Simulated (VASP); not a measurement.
# Al12HO in VASP: further runs

Runs on Al12HO. Level: PBE. Tasks: single point.

All numbers are computed with VASP 6.6.1; they aren't measurements. Logs are shortened: lines on timing, memory, paths and dates and some standing lists are left out, and cuts for length are marked.

## 1. The cell of the first run

The cell holds a slab with vacuum, 14 atoms: a = 5.714 Å, b = 5.714 Å, c = 22.175 Å, α = 90.00°, β = 90.00°, γ = 90.00°.

## 2. Single point, PBE, collinear spin, ferromagnetic start

INCAR

```
SYSTEM = Al12HO
PREC     = Accurate       ! precision mode
ENCUT    = 520            ! plane-wave cutoff, eV
EDIFF    = 1E-6           ! SCF threshold, eV
ISMEAR   = 0              ! smearing method
SIGMA    = 0.1            ! smearing width, eV
LREAL    = .FALSE.        ! projectors in reciprocal space
LASPH    = .TRUE.         ! aspherical terms in the spheres
NELM     = 150            ! most SCF steps
ALGO     = Normal         ! electronic algorithm
ISIF     = 2              ! what is computed and relaxed
LWAVE    = .FALSE.        ! write WAVECAR
LCHARG   = .FALSE.        ! write CHGCAR
ISPIN    = 2              ! spin polarisation
MAGMOM   = 0 0 0 0 0 0 0 0 0 0 0 0 1 0 ! initial moments
LORBIT   = 11             ! projections on sites
LDIPOL   = .TRUE.       
IDIPOL   = 3            
DIPOL    = 0.5 0.5 0.293
GGA      = PE             ! functional
NBANDS   = 38             ! bands
```

KPOINTS

```
regular mesh
0
G
  5 5 1
  0 0 0
```

POSCAR

```
Al12HO
1.0
    5.7143028096      0.0000000000      0.0000000000
    0.0000000000      5.7143028096      0.0000000000
    0.0000000000      0.0000000000     22.1750227687
Al O H
12 1 1
Direct
    0.2500000000      0.2500000000      0.1803831293
    0.2500000000      0.7500000000      0.1803831293
    0.7500000000      0.2500000000      0.1803831293
    0.7500000000      0.7500000000      0.1803831293
    0.0000000000      0.0000000000      0.2744094920
    0.0000000000      0.5000000000      0.2744094920
    0.5000000000      0.0000000000      0.2744094920
    0.5000000000      0.5000000000      0.2744094920
    0.2500000000      0.2500000000      0.3686590473
    0.2500000000      0.7500000000      0.3686590473
    0.7500000000      0.2500000000      0.3686590473
    0.7500000000      0.7500000000      0.3686590473
    0.5000000000      0.5000000000      0.3934617276
    0.6071648556      0.6071648556      0.4160096188
```

Potentials or basis: VASP PAW PBE potentials, release 64 (Al, O, H).

The run is started by

```console
> cat potpaw_PBE.64/Al/POTCAR potpaw_PBE.64/O/POTCAR potpaw_PBE.64/H/POTCAR > POTCAR
> mpirun -np 1 vasp_std > vasp.out
```

OUTCAR:

```text
SYSTEM = Al12HO
   PREC = Accurate
   ENCUT = 520
   EDIFF = 1E-6
   ISMEAR = 0
   LREAL = .FALSE.
   LASPH = .TRUE.
   NELM = 150
   ISIF = 2
   ISPIN = 2
   LORBIT = 11
   GGA = PE

 ion  position               nearest neighbor table
   1  0.250  0.250  0.180-   2 2.86   3 2.86   2 2.86   3 2.86   7 2.90   8 2.90   5 2.90   6 2.90

   2  0.250  0.750  0.180-   1 2.86   4 2.86   1 2.86   4 2.86   7 2.90   8 2.90   5 2.90   6 2.90

   3  0.750  0.250  0.180-   1 2.86   4 2.86   4 2.86   1 2.86   7 2.90   8 2.90   5 2.90   6 2.90

   4  0.750  0.750  0.180-   2 2.86   3 2.86   3 2.86   2 2.86   7 2.90   8 2.90   5 2.90   6 2.90

   5  0.000  0.000  0.274-   6 2.86   7 2.86   6 2.86   7 2.86   1 2.90   2 2.90   3 2.90   4 2.90
                            11 2.91  12 2.91   9 2.91  10 2.91
   6  0.000  0.500  0.274-   5 2.86   8 2.86   5 2.86   8 2.86   1 2.90   2 2.90   3 2.90   4 2.90
                            11 2.91  12 2.91   9 2.91  10 2.91
   7  0.500  0.000  0.274-   5 2.86   8 2.86   8 2.86   5 2.86   1 2.90   2 2.90   3 2.90   4 2.90
                            11 2.91  12 2.91   9 2.91  10 2.91
   8  0.500  0.500  0.274-  13 2.64   7 2.86   6 2.86   7 2.86   6 2.86   2 2.90   3 2.90   4 2.90
                             1 2.90  12 2.91   9 2.91  10 2.91  11 2.91
   9  0.250  0.250  0.369-  13 2.09  11 2.86  10 2.86  10 2.86  11 2.86   6 2.91   7 2.91   8 2.91
                             5 2.91
  10  0.250  0.750  0.369-  13 2.09  12 2.86   9 2.86   9 2.86  12 2.86   6 2.91   7 2.91   8 2.91
                             5 2.91
  11  0.750  0.250  0.369-  13 2.09  12 2.86   9 2.86  12 2.86   9 2.86   6 2.91   7 2.91   8 2.91
                             5 2.91
  12  0.750  0.750  0.369-  14 1.56  13 2.09  10 2.86  11 2.86  11 2.86  10 2.86   7 2.91   8 2.91
                             5 2.91   6 2.91
  13  0.500  0.500  0.393-  14 1.00  10 2.09  11 2.09  12 2.09   9 2.09   8 2.64
  14  0.607  0.607  0.416-  13 1.00  12 1.56

  LATTYP: Found a simple tetragonal cell.
 ALAT       =     5.7143028096
 C/A-ratio  =     3.8806173750

  Lattice vectors:

 A1 = (   5.7143028096,   0.0000000000,   0.0000000000)
 A2 = (   0.0000000000,   5.7143028096,   0.0000000000)
 A3 = (   0.0000000000,   0.0000000000,  22.1750227687)

Analysis of symmetry for initial positions (statically):
=====================================================================
 Subroutine PRICEL returns:
 Original cell was already a primitive cell.

 Routine SETGRP: Setting up the symmetry group for a
 simple tetragonal supercell.

 Subroutine GETGRP returns: Found  2 space group operations
 (whereof  2 operations were pure point group operations)
 out of a pool of 16 trial point group operations.

The static configuration has the point symmetry C_1h.

Analysis of symmetry for dynamics (positions and initial velocities):
=====================================================================
 Subroutine PRICEL returns:
 Original cell was already a primitive cell.

 Routine SETGRP: Setting up the symmetry group for a
 simple tetragonal supercell.

 Subroutine GETGRP returns: Found  2 space group operations
 (whereof  2 operations were pure point group operations)
 out of a pool of 16 trial point group operations.

The dynamic configuration has the point symmetry C_1h.

Analysis of structural, dynamic, and magnetic symmetry:
=====================================================================
 Subroutine PRICEL returns:
 Original cell was already a primitive cell.

 Routine SETGRP: Setting up the symmetry group for a
 simple tetragonal supercell.

 Subroutine GETGRP returns: Found  2 space group operations
 (whereof  2 operations were pure point group operations)
 out of a pool of 16 trial point group operations.

The overall configuration has the point symmetry C_1h.

 Subroutine INISYM returns: Found  2 space group operations
 (whereof  2 operations are pure point group operations),
 and found     1 'primitive' translations

----------------------------------------------------------------------------------------

                                     Primitive cell

  volume of cell :     724.0867

  direct lattice vectors                    reciprocal lattice vectors
     5.714302810  0.000000000  0.000000000     0.174999476  0.000000000  0.000000000
     0.000000000  5.714302810  0.000000000     0.000000000  0.174999476  0.000000000
[... 108 lines left out ...]
   ISMEAR =     0;   SIGMA  =   0.10  broadening in eV -4-tet -1-fermi 0-gaus
   EFERMI_NEDOS =   21; number of points for ismear=-14 and -15
   IALGO  =     38    algorithm
   IMIX   =      4    mixing-type and parameters
     AMIX     =   0.40;   BMIX     =  1.00
     AMIX_MAG =   1.60;   BMIX_MAG =  1.00
  volume/ion in A,a.u.               =      51.72       349.03
  Fermi-wavevector in a.u.,A,eV,Ry     =   0.638706  1.206979  5.550428  0.407945
  Thomas-Fermi vector in A             =   1.704136
   LORBIT       =     11    0 simple, 1 ext, 2 COOP (PROOUT), +10 PAW based schemes
   GGA     = PE    functional components
   LHFCALC =     F    Hartree Fock is set to
   AEXX    =    0.0000 exact exchange contribution
   IVDW    =     0    specifies the selected vdW correction
   LEPSILON=     F    determine dielectric tensor
   LRPA    =     F    only Hartree local field effects (RPA)
 spin polarized calculation
 Gauss-broadening in eV      SIGMA  =   0.10
  energy-cutoff  :      520.00
  volume of cell :      724.09
 maximum number of plane-waves:     19529
   NGX = 21   NGY = 21   NGZ = 83

 dipolmoment           0.000000      0.000000      0.040137 electrons x Angstroem

 number of electron      42.9999994 magnetization       0.0000225

 dipolmoment           0.000000      0.000000     -0.077615 electrons x Angstroem

 Free energy of the ion-electron system (eV)
  ---------------------------------------------------
  ext. energy  EPLUGINS =         0.00000000
  ---------------------------------------------------
  free energy    TOTEN  =       -49.66319460 eV

  energy without entropy =      -49.62050006  energy(sigma->0) =      -49.64184733

 E-fermi :  -0.6171     XC(G=0):  -3.8236

 val. band max:       -0.6206099035   @ k =   0.4000   0.2000   0.0000
 cond. band min:      -0.6125322580   @ k =  -0.2000   0.4000   0.0000
 fundamental gap:      0.0080776455
 Fermi energy:        -0.6171415131

 spin component 1

 k-point     1 :       0.0000    0.0000    0.0000
  band No.  band energies     occupation
      1     -23.6600      1.00000
      2     -12.0123      1.00000
      3     -10.7122      1.00000
      4      -9.0873      1.00000
      5      -8.7057      1.00000
      6      -7.6967      1.00000
[... 313 lines left out ...]
     32       2.3377      0.00000
     33       2.4718      0.00000
 Fermi energy:        -0.6171415131

 spin component 2

 k-point     1 :       0.0000    0.0000    0.0000
  band No.  band energies     occupation
      1     -23.6600      1.00000
      2     -12.0123      1.00000
      3     -10.7122      1.00000
      4      -9.0873      1.00000
      5      -8.7057      1.00000
      6      -7.6967      1.00000
[... 313 lines left out ...]
     32       2.3377      0.00000
     33       2.4718      0.00000
 [bands above 33 left out]

------------------------ aborting loop because EDIFF is reached ----------------------------------------

 vacuum level on the upper side and lower side of the slab       (xc-potential included)        -0.213         0.208

  FORCE on cell =-STRESS in cart. coord.  units (eV):
  Direction    XX          YY          ZZ          XY          YZ          ZX
  --------------------------------------------------------------------------------------
  -------------------------------------------------------------------------------------
  Total       -1.7151914     -1.7151914      5.8563665      2.8403299     -1.0166754     -1.0166757
  in kB       -3.7951819     -3.7951819     12.9583067      6.2847614     -2.2495846     -2.2495853
  external PRESSURE =       1.7893143 kB  Pullay stress =       0.0000000 kB

 VOLUME and BASIS-vectors are now :
 -----------------------------------------------------------------------------
  energy-cutoff  :      520.00
  volume of cell :      724.09
      direct lattice vectors                 reciprocal lattice vectors
     5.714302810  0.000000000  0.000000000     0.174999476  0.000000000  0.000000000
     0.000000000  5.714302810  0.000000000     0.000000000  0.174999476  0.000000000
     0.000000000  0.000000000 22.175022769     0.000000000  0.000000000  0.045095782

 POSITION                                       TOTAL-FORCE (eV/Angst)
 -----------------------------------------------------------------------------------
      1.42858      1.42858      4.00000        -0.049630     -0.049630     -0.005372
      1.42858      4.28573      4.00000        -0.131261      0.045132     -0.001380
      4.28573      1.42858      4.00000         0.045132     -0.131261     -0.001380
      4.28573      4.28573      4.00000         0.099748      0.099748     -0.023026
      0.00000      0.00000      6.08504        -0.027396     -0.027396     -0.274964
      0.00000      2.85715      6.08504         0.009455      0.035385      0.244426
      2.85715      0.00000      6.08504         0.035385      0.009455      0.244426
      2.85715      2.85715      6.08504        -0.018956     -0.018956     -0.732509
      1.42858      1.42858      8.17502        -0.958128     -0.958128     -0.389765
      1.42858      4.28573      8.17502        -0.816581      0.695035     -0.518508
      4.28573      1.42858      8.17502         0.695035     -0.816581     -0.518508
      4.28573      4.28573      8.17502         2.867311      2.867311     -2.877700
      2.85715      2.85715      8.72502        -1.336547     -1.336547      0.803304
      3.46952      3.46952      9.22502        -0.413567     -0.413567      4.050956
 -----------------------------------------------------------------------------------
    total drift:                               -0.000025     -0.000025      0.000370

  FREE ENERGIE OF THE ION-ELECTRON SYSTEM (eV)
  ---------------------------------------------------
  free  energy   TOTEN  =       -49.6631945967 eV

  energy  without entropy=      -49.6205000578  energy(sigma->0) =      -49.64184733

 vacuum level on the upper side and lower side of the slab         3.300         3.759

 total charge

# of ion       s       p       d       tot
------------------------------------------
    1        0.474   0.285   0.000   0.759
    2        0.474   0.284   0.000   0.759
    3        0.474   0.284   0.000   0.759
    4        0.473   0.285   0.000   0.759
    5        0.436   0.334   0.000   0.770
    6        0.425   0.331   0.000   0.756
    7        0.425   0.331   0.000   0.756
    8        0.444   0.325   0.000   0.769
    9        0.466   0.281   0.000   0.746
   10        0.461   0.284   0.000   0.746
   11        0.461   0.284   0.000   0.746
   12        0.481   0.325   0.000   0.806
   13        1.615   3.528   0.000   5.144
   14        0.621   0.137   0.000   0.757
--------------------------------------------------
tot          7.732   7.299   0.000  15.031

 magnetization (x)

# of ion       s       p       d       tot
------------------------------------------
    1        0.000   0.000   0.000   0.000
    2        0.000   0.000   0.000   0.000
    3        0.000   0.000   0.000   0.000
    4        0.000   0.000   0.000   0.000
    5        0.000   0.000   0.000   0.000
    6       -0.000   0.000   0.000  -0.000
    7       -0.000   0.000   0.000  -0.000
    8       -0.000   0.000   0.000  -0.000
    9        0.000   0.000   0.000   0.000
   10        0.000   0.000   0.000   0.000
   11        0.000   0.000   0.000   0.000
   12        0.000   0.000   0.000   0.000
   13        0.000   0.000   0.000   0.000
   14       -0.000   0.000   0.000   0.000
--------------------------------------------------
tot          0.000   0.000   0.000   0.000
```

It took 16 min on 1 thread of Intel Xeon 6975P-C (Granite Rapids), shared host; peak memory 1 GiB.

What came out:

* Free energy: -49.6632 eV
* Largest force: 4.972 eV/Å
* Net moment: 0.00 μB per cell
* Valence electrons inside the program's atomic spheres: Al 0.76, 0.77, 0.75, 0.81 (each value once); O 5.14; H 0.76

Forces in eV/Å, atoms in the order of the input:
```
Al  -0.050 -0.050 -0.005
Al  -0.131  0.045 -0.001
Al   0.045 -0.131 -0.001
Al   0.100  0.100 -0.023
Al  -0.027 -0.027 -0.275
Al   0.009  0.035  0.244
Al   0.035  0.009  0.244
Al  -0.019 -0.019 -0.733
Al  -0.958 -0.958 -0.390
Al  -0.817  0.695 -0.519
Al   0.695 -0.817 -0.519
Al   2.867  2.867 -2.878
O   -1.337 -1.337  0.803
H   -0.414 -0.414  4.051
```

(Part 1 of 2 ends here.)
